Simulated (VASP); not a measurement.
# TiO2 in VASP: further runs

The runs below take TiO2 through single point, with LDA.

All numbers are computed with VASP 6.6.1; they aren't measurements. Logs are shortened: lines on timing, memory, paths and dates and some standing lists are left out, and cuts for length are marked.

### 1 The cell of the first run

Symmetry: C2/c, No. 15, monoclinic system. Conventional cell: a = 5.380 Å, b = 5.326 Å, c = 5.432 Å, α = 90.00°, β = 118.87°, γ = 90.00°. Ti (site symmetry 2) has 6 O at 1.93 to 1.97 Å within 2.6 Å. Within 2.6 Å of O (site symmetry 1) lie 3 Ti at 1.93 to 1.97 Å and 2 O at 2.44 to 2.46 Å.

### 2 Single point, LDA (equal xy, yz and zx shear strains of +1 %)

File INCAR:

```
SYSTEM = TiO2
PREC     = Accurate       ! precision mode
ENCUT    = 520            ! plane-wave cutoff, eV
EDIFF    = 1E-7           ! SCF threshold, eV
ISMEAR   = -1             ! smearing method
SIGMA    = 0.08           ! smearing width, eV
LREAL    = .FALSE.        ! projectors in reciprocal space
LASPH    = .TRUE.         ! aspherical terms in the spheres
NELM     = 80             ! most SCF steps
ALGO     = Normal         ! electronic algorithm
ISIF     = 2              ! what is computed and relaxed
LWAVE    = .FALSE.        ! write WAVECAR
LCHARG   = .TRUE.         ! write CHGCAR
LVHAR    = .TRUE.       
NBANDS   = 33             ! bands
KPAR     = 4
```

File KPOINTS:

```
Automatic mesh
0
G
  13 13 13
  0 0 0
```

File POSCAR:

```
TiO2
1.0
   -1.8592525000      1.9068225000      4.7570000000
    1.9068225000     -1.8592525000      4.7570000000
    1.8781775000      1.8781775000     -4.7380750000
Ti O
2 4
Direct
    0.0000000000      0.0000000000      0.0000000000
    0.7500000000      0.2500000000      0.5000000000
    0.2066000000      0.2066000000      0.0000000000
    0.9566000000      0.4566000000      0.5000000000
    0.5434000000      0.0434000000      0.5000000000
    0.7934000000      0.7934000000      0.0000000000
```

Potentials or basis: VASP PAW LDA potentials, release 64 (Ti_sv, O).

Launch:

```
cat potpaw_LDA.64/Ti_sv/POTCAR potpaw_LDA.64/O/POTCAR > POTCAR
mpirun -np 4 vasp_std > vasp.out
```

OUTCAR:

```text
SYSTEM = TiO2
   PREC = Accurate
   ENCUT = 520
   EDIFF = 1E-7
   ISMEAR = -1
   LREAL = .FALSE.
   LASPH = .TRUE.
   NELM = 80
   ISIF = 2

 ion  position               nearest neighbor table
   1  0.000  0.000  0.000-   4 1.93   5 1.93   5 1.94   4 1.94   3 1.97   6 1.97
   2  0.750  0.250  0.500-   3 1.93   6 1.93   6 1.94   3 1.94   4 1.97   5 1.97
   3  0.207  0.207  0.000-   2 1.93   2 1.94   1 1.97
   4  0.957  0.457  0.500-   1 1.93   1 1.94   2 1.97
   5  0.543  0.043  0.500-   1 1.93   1 1.94   2 1.97
   6  0.793  0.793  0.000-   2 1.93   2 1.94   1 1.97

  Warning from LATTYP: Got some problem with cell dimensions!
  Tried to take original basis but could not verify dimensions!
  LATTYP: Found a base centered monoclinic cell.
 ALAT       =     5.3796954778
 B/A-ratio  =     0.9900252466
 C/A-ratio  =     1.0096854876
 COS(beta)  =    -0.4828495878

  Lattice vectors:

 A1 = (  -0.0189250000,  -3.7850000000,  -0.0189250000)
 A2 = (  -3.7850000000,  -0.0189250000,  -0.0189250000)
 A3 = (   1.8781775000,   1.8781775000,  -4.7380750000)

Analysis of symmetry for initial positions (statically):
=====================================================================
 Subroutine PRICEL returns:
 Original cell was already a primitive cell.

 Routine SETGRP: Setting up the symmetry group for a
 base centered monoclinic supercell.

 Subroutine GETGRP returns: Found  4 space group operations
 (whereof  2 operations were pure point group operations)
 out of a pool of  4 trial point group operations.

The static configuration has the point symmetry C_2 .
 The point group associated with its full space group is C_2h.

Analysis of symmetry for dynamics (positions and initial velocities):
=====================================================================
 Subroutine PRICEL returns:
 Original cell was already a primitive cell.

 Routine SETGRP: Setting up the symmetry group for a
 base centered monoclinic supercell.

 Subroutine GETGRP returns: Found  4 space group operations
 (whereof  2 operations were pure point group operations)
 out of a pool of  4 trial point group operations.

The dynamic configuration has the point symmetry C_2 .
 The point group associated with its full space group is C_2h.

 Subroutine INISYM returns: Found  4 space group operations
 (whereof  2 operations are pure point group operations),
 and found     1 'primitive' translations

----------------------------------------------------------------------------------------

                                     Primitive cell

  volume of cell :      68.1448

  direct lattice vectors                    reciprocal lattice vectors
    -1.859252500  1.906822500  4.757000000    -0.001837450  0.263690985  0.103798994
     1.906822500 -1.859252500  4.757000000     0.263690985 -0.001837450  0.103798994
     1.878177500  1.878177500 -4.738075000     0.262899440  0.262899440 -0.002628994

  length of vectors
     5.451774106  5.451774106  5.431800452     0.283391148  0.283391148  0.371805249

  position of ions in fractional coordinates (direct lattice)
     0.000000000  0.000000000  0.000000000
     0.750000000  0.250000000  0.500000000
     0.206600000  0.206600000  0.000000000
     0.956600000  0.456600000  0.500000000
     0.543400000  0.043400000  0.500000000
     0.793400000  0.793400000  0.000000000

  ion indices of the primitive-cell ions
   primitive index   ion index
                 1           1
                 2           2
                 3           3
                 4           4
                 5           5
                 6           6

----------------------------------------------------------------------------------------

 KPOINTS: Automatic mesh

Automatic generation of k-mesh.
 Grid dimensions read from file:
 generate k-points for:   13   13   13

 Generating k-lattice:

  Cartesian coordinates                     Fractional coordinates (reciprocal lattice)
    -0.000141342  0.020283922  0.007984538     0.076923077 -0.000000000  0.000000000
     0.020283922 -0.000141342  0.007984538    -0.000000000  0.076923077  0.000000000
     0.020223034  0.020223034 -0.000202230    -0.000000000 -0.000000000  0.076923077

  Length of vectors
     0.021799319  0.021799319  0.028600404

  Shift w.r.t. Gamma in fractional coordinates (k-lattice)
     0.000000000  0.000000000  0.000000000

 Subroutine IBZKPT returns following result:
 ===========================================

 Found    595 irreducible k-points:

 Following reciprocal coordinates:
            Coordinates               Weight
  0.000000  0.000000  0.000000      1.000000
  0.076923  0.000000 -0.000000      4.000000
  0.153846  0.000000 -0.000000      4.000000
  0.230769  0.000000  0.000000      4.000000
  0.307692  0.000000 -0.000000      4.000000
  0.384615 -0.000000  0.000000      4.000000
[... 16 lines left out ...]
  0.384615  0.153846  0.000000      4.000000
  0.461538  0.153846  0.000000      4.000000
 [... further k-points ...]
   k-points           NKPTS =    595   k-points in BZ     NKDIM =    595   number of bands    NBANDS=     33
   number of dos      NEDOS =    301   number of ions     NIONS =      6
   total plane-waves  NPLWV =  70560
   dimension x,y,z NGX =    42 NGY =   42 NGZ =   40
   dimension x,y,z NGXF=    84 NGYF=   84 NGZF=   80
   ions per type =               2   4
   NGX,Y,Z   is equivalent  to a cutoff of  12.81, 12.81, 12.24 a.u.
   NGXF,Y,Z  is equivalent  to a cutoff of  25.61, 25.61, 24.48 a.u.
 SYSTEM =  TiO2
   PREC   = accura    normal or accurate (medium, high low for compatibility)
   ISTART =      0    job   : 0-new  1-cont  2-samecut
   ICHARG =      2    charge: 1-file 2-atom 10-const
   ISPIN  =      1    spin polarized calculation?
   LNONCOLLINEAR =      F non collinear calculations
   LSORBIT =      F    spin-orbit coupling
   LASPH  =      T    aspherical Exc in radial PAW
   ENCUT  =  520.0 eV  38.22 Ry    6.18 a.u.  10.14 10.14 10.10*2*pi/ulx,y,z
   NELM   =     80;   NELMIN=  2; NELMDL= -5     # of ELM steps
   EDIFF  = 0.1E-06   stopping-criterion for ELM
   LREAL  =      F    real-space projection
   EDIFFG = 0.1E-05   stopping-criterion for IOM
   NSW    =      0    number of steps for IOM
   IBRION =     -1    ionic relax: 0-MD 1-quasi-New 2-CG
   NFREE  =      0    steps in history (QN), initial steepest desc. (CG)
   ISIF   =      2    stress and relaxation
   ISYM   =      2    0-nonsym 1-usesym 2-fastsym
   POTIM  = 0.5000    time-step for ionic-motion
   TEBEG  =    0.0;   TEEND  =   0.0 temperature during run
   PSTRESS=    0.0 pullay stress
   NELECT =      48.0000    total number of electrons
   NUPDOWN=      -1.0000    fix difference up-down
   EMIN   =  10.00;   EMAX   =-10.00  energy-range for DOS
   EFERMI =   0.00;   METHOD = LEGACY
   ISMEAR =    -1;   SIGMA  =   0.08  broadening in eV -4-tet -1-fermi 0-gaus
   EFERMI_NEDOS =   21; number of points for ismear=-14 and -15
   IALGO  =     38    algorithm
   IMIX   =      4    mixing-type and parameters
     AMIX     =   0.40;   BMIX     =  1.00
     AMIX_MAG =   1.60;   BMIX_MAG =  1.00
  volume/ion in A,a.u.               =      11.36        76.64
  Fermi-wavevector in a.u.,A,eV,Ry     =   1.456614  2.752601 28.867805  2.121724
  Thomas-Fermi vector in A             =   2.573511
   LORBIT       =      0    0 simple, 1 ext, 2 COOP (PROOUT), +10 PAW based schemes
   GGA     = CA    functional components
   LHFCALC =     F    Hartree Fock is set to
   AEXX    =    0.0000 exact exchange contribution
   IVDW    =     0    specifies the selected vdW correction
   LEPSILON=     F    determine dielectric tensor
   LRPA    =     F    only Hartree local field effects (RPA)
 non-spin polarized calculation
  energy-cutoff  :      520.00
  volume of cell :       68.14
 maximum number of plane-waves:      1860
 NGX is ok and might be reduce to    42
   NGX = 21   NGY = 21   NGZ = 21

 number of electron      48.0000002 magnetization

 Free energy of the ion-electron system (eV)
  ---------------------------------------------------
  ext. energy  EPLUGINS =         0.00000000
  ---------------------------------------------------
  free energy    TOTEN  =       -58.80115684 eV

  energy without entropy =      -58.80115662  energy(sigma->0) =      -58.80115673

 E-fermi :   4.1801     XC(G=0): -11.3346

 val. band max:        3.0526405148   @ k =   0.0000   0.0000   0.4615
 cond. band min:       5.0971108528   @ k =   0.0000   0.0000   0.0000
 fundamental gap:      2.0444703380
 Fermi energy:         4.1800990515

 k-point     1 :       0.0000    0.0000    0.0000
  band No.  band energies     occupation
      1     -52.5578      2.00000
      2     -52.4917      2.00000
      3     -29.4529      2.00000
      4     -29.1864      2.00000
      5     -29.1863      2.00000
      6     -29.1110      2.00000
[... 25 lines left out ...]
     32       8.4487      0.00000
     33       8.5071      0.00000

 k-point     2 :       0.0769    0.0000   -0.0000
  band No.  band energies     occupation
      1     -52.5569      2.00000
      2     -52.4923      2.00000
      3     -29.4511      2.00000
      4     -29.1946      2.00000
      5     -29.1870      2.00000
      6     -29.1134      2.00000
[... 25 lines left out ...]
     32       8.5074      0.00000
     33       8.6522      0.00000
[... 754 lines left out ...]
     32       9.5952      0.00000
     33       9.7905      0.00000

 k-point    24 :       0.4615    0.1538    0.0000
  band No.  band energies     occupation
      1     -52.5368      2.00000
      2     -52.5070      2.00000
      3     -29.4171      2.00000
      4     -29.3279      2.00000
      5     -29.2128      2.00000
      6     -29.1676      2.00000
[... 25 lines left out ...]
     32       9.6801      0.00000
     33       9.8145      0.00000

 [... further k-points ...]

------------------------ aborting loop because EDIFF is reached ----------------------------------------

  FORCE on cell =-STRESS in cart. coord.  units (eV):
  Direction    XX          YY          ZZ          XY          YZ          ZX
  --------------------------------------------------------------------------------------
  -------------------------------------------------------------------------------------
  Total       -2.5386634     -2.5386634     -1.0245471     -0.2582711     -0.4310716     -0.4310715
  in kB      -59.6874798    -59.6874798    -24.0885158     -6.0723106    -10.1350873    -10.1350856
  external PRESSURE =     -47.8211585 kB  Pullay stress =       0.0000000 kB

 VOLUME and BASIS-vectors are now :
 -----------------------------------------------------------------------------
  energy-cutoff  :      520.00
  volume of cell :       68.14
      direct lattice vectors                 reciprocal lattice vectors
    -1.859252500  1.906822500  4.757000000    -0.001837450  0.263690985  0.103798994
     1.906822500 -1.859252500  4.757000000     0.263690985 -0.001837450  0.103798994
     1.878177500  1.878177500 -4.738075000     0.262899440  0.262899440 -0.002628994

 POSITION                                       TOTAL-FORCE (eV/Angst)
 -----------------------------------------------------------------------------------
      0.00000      0.00000      0.00000        -0.029956      0.029956      0.000000
      0.02136      1.90439      2.38796         0.029956     -0.029956     -0.000000
      0.00983      0.00983      1.96559         0.012135     -0.086160      0.139478
      0.03118      1.91422      4.35355        -0.086160      0.012135      0.139478
      0.01153      1.89456      0.42237        -0.012135      0.086160     -0.139478
      0.03774      0.03774      7.54841         0.086160     -0.012135     -0.139478
 -----------------------------------------------------------------------------------
    total drift:                                0.000000     -0.000000     -0.000000

  FREE ENERGIE OF THE ION-ELECTRON SYSTEM (eV)
  ---------------------------------------------------
  free  energy   TOTEN  =       -58.8011568437 eV

  energy  without entropy=      -58.8011566195  energy(sigma->0) =      -58.80115673
```

Wall time 21 min (4 MPI ranks of AMD EPYC 7R43 (Zen 3), shared host); peak memory 0.98 GiB.

What came out:

```
Free energy            : -58.8012 eV
Pressure               : -4.8 GPa
Largest force          : 0.164 eV/Å
Band gap on the k mesh : 2.04 eV (least direct gap 2.33 eV)
```

Forces on the atoms (eV/Å):
```
Ti  -0.030  0.030  0.000
Ti   0.030 -0.030  0.000
O    0.012 -0.086  0.139
O   -0.086  0.012  0.139
O   -0.012  0.086 -0.139
O    0.086 -0.012 -0.139
```

Caveat: the cell differs from its parent crystal (equal xy, yz and zx shear strains of +1 %); the cell stands under tension. A k mesh can miss the band edges.

### 3 Single point, LDA (zz strain of -1 %)

File INCAR:

```
ALGO = Normal ; EDIFF = 1E-7
ENCUT = 520 ; ISIF = 2
ISMEAR = -1 ; LASPH = T
LCHARG = F ; LREAL = F
LWAVE = F ; NBANDS = 33
NELM = 80 ; PREC = Accurate
SIGMA = 0.08
```

File KPOINTS:

```
k-points
0
Gamma
  13 13 13
```

POSCAR, as its differences from that of step 2:

```diff
@@ -2,5 +2,5 @@
 1.0
-   -1.8592525000      1.9068225000      4.7570000000
-    1.9068225000     -1.8592525000      4.7570000000
-    1.8781775000      1.8781775000     -4.7380750000
+   -1.8925000000      1.8925000000      4.7094300000
+    1.8925000000     -1.8925000000      4.7094300000
+    1.8925000000      1.8925000000     -4.7094300000
 Ti O
```

Potentials or basis: VASP PAW LDA potentials, release 64 (Ti_sv, O).

Launch:

```
cat potpaw_LDA.64/Ti_sv/POTCAR potpaw_LDA.64/O/POTCAR > POTCAR
mpirun -np 1 vasp_std > vasp.out
```

OUTCAR:

```text
EDIFF = 1E-7
   ENCUT = 520
   ISIF = 2
   ISMEAR = -1
   LASPH = T
   LREAL = F
   NELM = 80
   PREC = Accurate

 ion  position               nearest neighbor table
   1  0.000  0.000  0.000-   5 1.94   4 1.94   5 1.94   4 1.94   3 1.95   6 1.95
   2  0.750  0.250  0.500-   6 1.94   3 1.94   6 1.94   3 1.94   4 1.95   5 1.95
   3  0.207  0.207  0.000-   2 1.94   2 1.94   1 1.95
   4  0.957  0.457  0.500-   1 1.94   1 1.94   2 1.95
   5  0.543  0.043  0.500-   1 1.94   1 1.94   2 1.95
   6  0.793  0.793  0.000-   2 1.94   2 1.94   1 1.95

  LATTYP: Found a body centered tetragonal cell.
 ALAT       =     3.7850000000
 C/A-ratio  =     2.4884702774

  Lattice vectors:

 A1 = (  -1.8925000000,   1.8925000000,   4.7094300000)
 A2 = (   1.8925000000,  -1.8925000000,   4.7094300000)
 A3 = (   1.8925000000,   1.8925000000,  -4.7094300000)

Analysis of symmetry for initial positions (statically):
=====================================================================
 Subroutine PRICEL returns:
 Original cell was already a primitive cell.

[... 181 lines left out ...]
 cond. band min:       5.1829313572   @ k =   0.0000   0.0000   0.0000
 fundamental gap:      2.0565868898
 Fermi energy:         4.2595928038

 k-point     1 :       0.0000    0.0000    0.0000
  band No.  band energies     occupation
      1     -52.4333      2.00000
      2     -52.3617      2.00000
      3     -29.3552      2.00000
      4     -29.0678      2.00000
      5     -29.0678      2.00000
      6     -28.9847      2.00000
[... 853 lines left out ...]
     32       9.8820      0.00000
     33       9.9974      0.00000

 [... further k-points ...]

------------------------ aborting loop because EDIFF is reached ----------------------------------------

  FORCE on cell =-STRESS in cart. coord.  units (eV):
  Direction    XX          YY          ZZ          XY          YZ          ZX
  --------------------------------------------------------------------------------------
  -------------------------------------------------------------------------------------
  Total       -1.9278664     -1.9278664      0.8652058      0.0000000     -0.0000000      0.0000000
  in kB      -45.7812250    -45.7812250     20.5461237      0.0000000     -0.0000000      0.0000000
  external PRESSURE =     -23.6721088 kB  Pullay stress =       0.0000000 kB

 VOLUME and BASIS-vectors are now :
 -----------------------------------------------------------------------------
  energy-cutoff  :      520.00
  volume of cell :       67.47
      direct lattice vectors                 reciprocal lattice vectors
    -1.892500000  1.892500000  4.709430000     0.000000000  0.264200793  0.106169961
     1.892500000 -1.892500000  4.709430000     0.264200793  0.000000000  0.106169961
     1.892500000  1.892500000 -4.709430000     0.264200793  0.264200793  0.000000000

 POSITION                                       TOTAL-FORCE (eV/Angst)
 -----------------------------------------------------------------------------------
      0.00000      0.00000      0.00000         0.000000      0.000000      0.000000
      0.00000      1.89250      2.35472         0.000000      0.000000      0.000000
      0.00000      0.00000      1.94594        -0.000000     -0.000000      0.351933
      0.00000      1.89250      4.30065         0.000000      0.000000      0.351933
      0.00000      1.89250      0.40878         0.000000      0.000000     -0.351933
      0.00000      0.00000      7.47292        -0.000000     -0.000000     -0.351933
 -----------------------------------------------------------------------------------
    total drift:                                0.000000      0.000000     -0.000000

  FREE ENERGIE OF THE ION-ELECTRON SYSTEM (eV)
  ---------------------------------------------------
  free  energy   TOTEN  =       -58.8065486303 eV

  energy  without entropy=      -58.8065484301  energy(sigma->0) =      -58.80654853
```

Run time: 4.4 min. Hardware: 1 thread of Intel Xeon 6975P-C (Granite Rapids), shared host; peak memory 0.44 GiB.

Results:

```
Free energy            : -58.8065 eV
Pressure               : -2.4 GPa
Largest force          : 0.352 eV/Å
Band gap on the k mesh : 2.06 eV (least direct gap 2.35 eV)
```

Forces on the atoms (eV/Å):
```
Ti   0.000  0.000  0.000
Ti   0.000  0.000  0.000
O    0.000  0.000  0.352
O    0.000  0.000  0.352
O    0.000  0.000 -0.352
O    0.000  0.000 -0.352
```

Caveat: the cell differs from its parent crystal (zz strain of -1 %); the stress differs along the axes, from -5 to 2 GPa. A k mesh can miss the band edges.
